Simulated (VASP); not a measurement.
# BaS (Pm-3m) in VASP: settings compared

Aim: see how the results for BaS move with the level of theory and the settings. Levels: PBE-based screened hybrid, HSE06. Tasks: single point.

Program: VASP 6.6.1. These are calculated values, not measurements. Logs are shortened: lines on timing, memory, paths and dates and some standing lists are left out, and cuts for length are marked.

## 1. The cell of the first run

Symmetry: Pm-3m, No. 221, cubic system. The conventional cell has a = 3.834 Å, b = 3.834 Å, c = 3.834 Å, α = 90.00°, β = 90.00°, γ = 90.00°. Ba (site symmetry m-3m) has 8 S at 3.32 Å and 6 Ba at 3.83 Å within 4.4 Å. S (site symmetry m-3m) has 8 Ba at 3.32 Å and 6 S at 3.83 Å within 4.4 Å.

## 2. Single point, PBE-based screened hybrid

File POSCAR:

```
BaS
1.0
    3.8337582655      0.0000000000      0.0000000000
    0.0000000000      3.8337582655      0.0000000000
    0.0000000000      0.0000000000      3.8337582655
Ba S
1 1
Direct
    0.0000000000      0.0000000000      0.0000000000
    0.5000000000      0.5000000000      0.5000000000
```

File INCAR.step1:

```
  ALGO = Normal
  EDIFF = 1E-5
  ENCUT = 520
  GGA = PE
  ISIF = 2
  ISMEAR = 0
  LASPH = True
  LCHARG = False
  LREAL = False
  LWAVE = True
  NBANDS = 15
  NELM = 100
  PREC = Accurate
  SIGMA = 0.01
```

File INCAR.step2:

```
  AEXX = 0.1
  ALGO = Normal
  EDIFF = 1E-7
  ENCUT = 520
  GGA = PE
  HFSCREEN = 0.2078
  ISIF = 2
  ISMEAR = 0
  ISTART = 1
  LASPH = True
  LCHARG = False
  LHFCALC = True
  LREAL = False
  LWAVE = False
  NBANDS = 15
  NELM = 100
  PREC = Accurate
  PRECFOCK = Normal
  SIGMA = 0.01
```

File KPOINTS:

```
k-points
0
Gamma
  4 4 4
```

Potentials or basis: VASP PAW PBE potentials, release 64 (Ba_sv, S).

Command:

```console
cat potpaw_PBE.64/Ba_sv/POTCAR potpaw_PBE.64/S/POTCAR > POTCAR
cp INCAR.step1 INCAR
mpirun -np 1 vasp_std > vasp.out
cp INCAR.step2 INCAR
mpirun -np 1 vasp_std > vasp.out
```

OUTCAR:

```text
AEXX = 0.1
   EDIFF = 1E-7
   ENCUT = 520
   GGA = PE
   HFSCREEN = 0.2078
   ISIF = 2
   ISMEAR = 0
   ISTART = 1
   LASPH = True
   LHFCALC = True
   LREAL = False
   NELM = 100
   PREC = Accurate
   PRECFOCK = Normal

 ion  position               nearest neighbor table
   1  0.000  0.000  0.000-   2 3.32   2 3.32   2 3.32   2 3.32   2 3.32   2 3.32   2 3.32   2 3.32

   2  0.500  0.500  0.500-   1 3.32   1 3.32   1 3.32   1 3.32   1 3.32   1 3.32   1 3.32   1 3.32

  LATTYP: Found a simple cubic cell.
 ALAT       =     3.8337582655

  Lattice vectors:

 A1 = (   3.8337582655,   0.0000000000,   0.0000000000)
 A2 = (   0.0000000000,   3.8337582655,   0.0000000000)
 A3 = (   0.0000000000,   0.0000000000,   3.8337582655)

Analysis of symmetry for initial positions (statically):
=====================================================================
 Subroutine PRICEL returns:
 Original cell was already a primitive cell.

 Routine SETGRP: Setting up the symmetry group for a
 simple cubic supercell.

 Subroutine GETGRP returns: Found 48 space group operations
 (whereof 48 operations were pure point group operations)
 out of a pool of 48 trial point group operations.

The static configuration has the point symmetry O_h .

Analysis of symmetry for dynamics (positions and initial velocities):
=====================================================================
 Subroutine PRICEL returns:
 Original cell was already a primitive cell.

 Routine SETGRP: Setting up the symmetry group for a
 simple cubic supercell.

 Subroutine GETGRP returns: Found 48 space group operations
 (whereof 48 operations were pure point group operations)
 out of a pool of 48 trial point group operations.

The dynamic configuration has the point symmetry O_h .

 Subroutine INISYM returns: Found 48 space group operations
 (whereof 48 operations are pure point group operations),
 and found     1 'primitive' translations

----------------------------------------------------------------------------------------

                                     Primitive cell

  volume of cell :      56.3474

  direct lattice vectors                    reciprocal lattice vectors
     3.833758266  0.000000000  0.000000000     0.260840651  0.000000000  0.000000000
     0.000000000  3.833758266  0.000000000     0.000000000  0.260840651  0.000000000
     0.000000000  0.000000000  3.833758266     0.000000000  0.000000000  0.260840651

  length of vectors
     3.833758266  3.833758266  3.833758266     0.260840651  0.260840651  0.260840651

  position of ions in fractional coordinates (direct lattice)
     0.000000000  0.000000000  0.000000000
     0.500000000  0.500000000  0.500000000

  ion indices of the primitive-cell ions
   primitive index   ion index
                 1           1
                 2           2

----------------------------------------------------------------------------------------

 KPOINTS: k-points

Automatic generation of k-mesh.
 Grid dimensions read from file:
 generate k-points for:    4    4    4

 Generating k-lattice:

  Cartesian coordinates                     Fractional coordinates (reciprocal lattice)
     0.065210163  0.000000000  0.000000000     0.250000000  0.000000000  0.000000000
     0.000000000  0.065210163  0.000000000     0.000000000  0.250000000  0.000000000
     0.000000000  0.000000000  0.065210163     0.000000000  0.000000000  0.250000000

  Length of vectors
     0.065210163  0.065210163  0.065210163

  Shift w.r.t. Gamma in fractional coordinates (k-lattice)
     0.000000000  0.000000000  0.000000000

 Subroutine IBZKPT returns following result:
 ===========================================

 Found     10 irreducible k-points:

 Following reciprocal coordinates:
            Coordinates               Weight
  0.000000  0.000000  0.000000      1.000000
  0.250000  0.000000  0.000000      6.000000
  0.500000  0.000000  0.000000      3.000000
  0.250000  0.250000  0.000000     12.000000
  0.500000  0.250000  0.000000     12.000000
  0.500000  0.500000  0.000000      3.000000
  0.250000  0.250000  0.250000      8.000000
  0.500000  0.250000  0.250000     12.000000
  0.500000  0.500000  0.250000      6.000000
  0.500000  0.500000  0.500000      1.000000
   k-points           NKPTS =     10   k-points in BZ     NKDIM =     64   number of bands    NBANDS=     15
   number of dos      NEDOS =    301   number of ions     NIONS =      2
   total plane-waves  NPLWV =  27000
   dimension x,y,z NGX =    30 NGY =   30 NGZ =   30
   dimension x,y,z NGXF=    60 NGYF=   60 NGZF=   60
   ions per type =               1   1
   NGX,Y,Z   is equivalent  to a cutoff of  13.01, 13.01, 13.01 a.u.
   NGXF,Y,Z  is equivalent  to a cutoff of  26.02, 26.02, 26.02 a.u.
 SYSTEM =  unknown system
   PREC   = accura    normal or accurate (medium, high low for compatibility)
   ISTART =      1    job   : 0-new  1-cont  2-samecut
   ICHARG =      0    charge: 1-file 2-atom 10-const
   ISPIN  =      1    spin polarized calculation?
   LNONCOLLINEAR =      F non collinear calculations
   LSORBIT =      F    spin-orbit coupling
   LASPH  =      T    aspherical Exc in radial PAW
   ENCUT  =  520.0 eV  38.22 Ry    6.18 a.u.   7.13  7.13  7.13*2*pi/ulx,y,z
   NELM   =    100;   NELMIN=  2; NELMDL=  0     # of ELM steps
   EDIFF  = 0.1E-06   stopping-criterion for ELM
   LREAL  =      F    real-space projection
   EDIFFG = 0.1E-05   stopping-criterion for IOM
   NSW    =      0    number of steps for IOM
   IBRION =     -1    ionic relax: 0-MD 1-quasi-New 2-CG
   NFREE  =      0    steps in history (QN), initial steepest desc. (CG)
   ISIF   =      2    stress and relaxation
   ISYM   =      3    0-nonsym 1-usesym 2-fastsym
   POTIM  = 0.5000    time-step for ionic-motion
   TEBEG  =    0.0;   TEEND  =   0.0 temperature during run
   PSTRESS=    0.0 pullay stress
   NELECT =      16.0000    total number of electrons
   NUPDOWN=      -1.0000    fix difference up-down
   EMIN   =  10.00;   EMAX   =-10.00  energy-range for DOS
   EFERMI =   0.00;   METHOD = LEGACY
   ISMEAR =     0;   SIGMA  =   0.01  broadening in eV -4-tet -1-fermi 0-gaus
   EFERMI_NEDOS =   21; number of points for ismear=-14 and -15
   IALGO  =     38    algorithm
   IMIX   =      1    mixing-type and parameters
     AMIX     =   0.40;   BMIX     =  1.00
     AMIX_MAG =   1.60;   BMIX_MAG =  1.00
  volume/ion in A,a.u.               =      28.17       190.13
  Fermi-wavevector in a.u.,A,eV,Ry     =   1.076028  2.033397 15.753309  1.157836
  Thomas-Fermi vector in A             =   2.211901
   LORBIT       =      0    0 simple, 1 ext, 2 COOP (PROOUT), +10 PAW based schemes
   GGA     = PE    functional components
   LHFCALC =     T    Hartree Fock is set to
   PRECFOCK=normal    Normal, Fast or Accurate (Low or Medium for compatibility)
   ENCUT4O =  -1.0   cutoff for four orbital integrals eV
   NKREDX  =     1    reduce k-point grid by
   NKREDY  =     1    reduce k-point grid by
   NKREDZ  =     1    reduce k-point grid by
   AEXX    =    0.1000 exact exchange contribution
   HFSCREEN=    0.2078 screening length (either q_TF or 0.3 A-1)
   HFSCREENC=   0.2078 screening length for correlation (either q_TF or 0.3 A-1)
   ENCUTFOCK=  -1.0 apply spherical cutoff to Coloumb kernel
   IVDW    =     0    specifies the selected vdW correction
   LEPSILON=     F    determine dielectric tensor
   LRPA    =     F    only Hartree local field effects (RPA)
 non-spin polarized calculation
 Gauss-broadening in eV      SIGMA  =   0.01
  energy-cutoff  :      520.00
  volume of cell :       56.35
 maximum number of plane-waves:      1568
 NGX is ok and might be reduce to    30
  NGX = 24; NGY = 24; NGZ = 24

 number of electron      15.9999997 magnetization

 Free energy of the ion-electron system (eV)
  ---------------------------------------------------
  ext. energy  EPLUGINS =         0.00000000
  ---------------------------------------------------
  free energy    TOTEN  =       -10.26915136 eV

  energy without entropy =      -10.26915136  energy(sigma->0) =      -10.26915136

 E-fermi :   2.8810     XC(G=0):  -8.7697

 val. band max:        2.8115775137   @ k =   0.5000   0.5000   0.0000
 cond. band min:       4.5913712258   @ k =   0.0000   0.0000   0.0000
 fundamental gap:      1.7797937120
 Fermi energy:         2.8810052102

 k-point     1 :       0.0000    0.0000    0.0000
  band No.  band energies     occupation
      1     -25.0947      2.00000
      2      -9.4603      2.00000
      3      -9.4603      2.00000
      4      -9.4603      2.00000
      5      -8.7213      2.00000
      6       2.6940      2.00000
      7       2.6940      2.00000
      8       2.6940      2.00000
      9       4.5914      0.00000
     10       4.5914      0.00000
     11       7.0555      0.00000
     12       9.8169      0.00000
     13       9.8169      0.00000
     14       9.8169      0.00000
     15      14.2247      0.00000

 k-point     2 :       0.2500    0.0000    0.0000
  band No.  band energies     occupation
      1     -25.0476      2.00000
      2     -10.4281      2.00000
      3      -9.3965      2.00000
      4      -9.3965      2.00000
      5      -7.8975      2.00000
      6       0.9465      2.00000
      7       2.3758      2.00000
      8       2.3758      2.00000
      9       5.0315      0.00000
     10       6.6571      0.00000
     11       8.8271      0.00000
     12       9.8924      0.00000
     13       9.8924      0.00000
     14      10.1630      0.00000
     15      11.4566      0.00000
[... 113 lines left out ...]
      3     -10.2046      2.00000
      4      -9.6854      2.00000
      5      -8.0926      2.00000
      6       0.5871      2.00000
      7       0.5871      2.00000
      8       1.0555      2.00000
      9       7.3426      0.00000
     10       8.6467      0.00000
     11       8.6467      0.00000
     12       8.8729      0.00000
     13      12.2991      0.00000
     14      13.2290      0.00000
     15      13.2290      0.00000

 k-point    10 :       0.5000    0.5000    0.5000
  band No.  band energies     occupation
      1     -24.8294      2.00000
      2     -10.0951      2.00000
      3     -10.0951      2.00000
      4     -10.0951      2.00000
      5      -7.8817      2.00000
      6      -0.0710      2.00000
      7      -0.0710      2.00000
      8      -0.0710      2.00000
      9      10.6504      0.00000
     10      10.6504      0.00000
     11      10.6504      0.00000
     12      11.0157      0.00000
     13      11.0157      0.00000
     14      11.0157      0.00000
     15      12.4204      0.00000

------------------------ aborting loop because EDIFF is reached ----------------------------------------

  FORCE on cell =-STRESS in cart. coord.  units (eV):
  Direction    XX          YY          ZZ          XY          YZ          ZX
  --------------------------------------------------------------------------------------
  -------------------------------------------------------------------------------------
  Total        0.3342783      0.3342783      0.3342783     -0.0000000      0.0000000      0.0000000
  in kB        9.5048341      9.5048341      9.5048341     -0.0000000      0.0000000      0.0000000
  external PRESSURE =       9.5048341 kB  Pullay stress =       0.0000000 kB

 VOLUME and BASIS-vectors are now :
 -----------------------------------------------------------------------------
  energy-cutoff  :      520.00
  volume of cell :       56.35
      direct lattice vectors                 reciprocal lattice vectors
     3.833758266  0.000000000  0.000000000     0.260840651  0.000000000  0.000000000
     0.000000000  3.833758266  0.000000000     0.000000000  0.260840651  0.000000000
     0.000000000  0.000000000  3.833758266     0.000000000  0.000000000  0.260840651

 POSITION                                       TOTAL-FORCE (eV/Angst)
 -----------------------------------------------------------------------------------
      0.00000      0.00000      0.00000         0.000000      0.000000      0.000000
      1.91688      1.91688      1.91688         0.000000      0.000000      0.000000
 -----------------------------------------------------------------------------------
    total drift:                               -0.000000     -0.000000     -0.000000

  FREE ENERGIE OF THE ION-ELECTRON SYSTEM (eV)
  ---------------------------------------------------
  free  energy   TOTEN  =       -10.2691513638 eV

  energy  without entropy=      -10.2691513638  energy(sigma->0) =      -10.26915136
```

It took 4 min on 1 thread of Intel Xeon Platinum 8559C (Emerald Rapids), shared host; peak memory 0.27 GiB.

What came out:

| Quantity | Value |
| --- | --- |
| Free energy | -10.2692 eV |
| Pressure | 1.0 GPa |
| Band gap on the k mesh | 1.78 eV, indirect (least direct gap 1.90 eV) |

Caveat: the PAW data sets were made with another functional, which shifts forces and pressure a little; spin-orbit coupling is left out, which moves the levels of the heavy elements. A k mesh can miss the band edges.

## 3. Single point, HSE06

POSCAR is that of step 2.

File INCAR.step1:

```
SYSTEM = BaS
ALGO     = Normal         ! electronic algorithm
EDIFF    = 1E-5           ! SCF threshold, eV
ENCUT    = 520            ! plane-wave cutoff, eV
GGA      = PE             ! functional
ISIF     = 2              ! what is computed and relaxed
ISMEAR   = 1              ! smearing method
LASPH    = .True.         ! aspherical terms in the spheres
LCHARG   = .False.        ! write CHGCAR
LREAL    = .False.        ! projectors in reciprocal space
LWAVE    = .True.         ! write WAVECAR
NBANDS   = 15             ! bands
NELM     = 60             ! most SCF steps
PREC     = Accurate       ! precision mode
SIGMA    = 0.05           ! smearing width, eV
```

File INCAR.step2:

```
SYSTEM = BaS
ALGO     = Normal         ! electronic algorithm
EDIFF    = 1E-7           ! SCF threshold, eV
ENCUT    = 520            ! plane-wave cutoff, eV
GGA      = PE             ! functional
HFSCREEN = 0.2079         ! screening, 1/A
ISIF     = 2              ! what is computed and relaxed
ISMEAR   = 1              ! smearing method
ISTART   = 1            
LASPH    = .True.         ! aspherical terms in the spheres
LCHARG   = .False.        ! write CHGCAR
LHFCALC  = .True.         ! exact exchange
LREAL    = .False.        ! projectors in reciprocal space
LWAVE    = .False.        ! write WAVECAR
NBANDS   = 15             ! bands
NELM     = 60             ! most SCF steps
PREC     = Accurate       ! precision mode
PRECFOCK = Normal       
SIGMA    = 0.05           ! smearing width, eV
```

File KPOINTS:

```
k-points
0
Gamma
  4 4 4
  0 0 0
```

Potentials or basis: VASP PAW PBE potentials, release 64 (Ba_sv, S).

Command:

```console
cat potpaw_PBE.64/Ba_sv/POTCAR potpaw_PBE.64/S/POTCAR > POTCAR
cp INCAR.step1 INCAR
mpirun -np 1 vasp_std > vasp.out
cp INCAR.step2 INCAR
mpirun -np 1 vasp_std > vasp.out
```

It took 4.3 min on 1 thread of Intel Xeon Platinum 8559C (Emerald Rapids), shared host; peak memory 0.27 GiB.

It converged, with:

| Property | Result |
| --- | --- |
| Free energy | -11.0974 eV |
| Pressure | 0.5 GPa |
| Band gap on the k mesh | 2.34 eV, indirect (least direct gap 2.46 eV) |

Levels at points of the mesh, in eV from the valence-band top:
```csv
k point,band 6,band 7,band 8,band 9,band 10,band 11
"(0.00, 0.00, 0.00)",-0.13,-0.13,-0.13,2.34,2.34,4.87
"(0.50, 0.00, 0.00)",-3.16,-0.77,-0.77,3.49,7.29,7.47
"(0.50, 0.50, 0.00)",-1.52,-1.52,0.00,3.14,4.32,5.35
"(0.50, 0.50, 0.50)",-3.02,-3.02,-3.02,8.63,8.63,8.63
```

Caveat: the PAW data sets were made with another functional, which shifts forces and pressure a little; spin-orbit coupling is left out, which moves the levels of the heavy elements. A k mesh can miss the band edges.
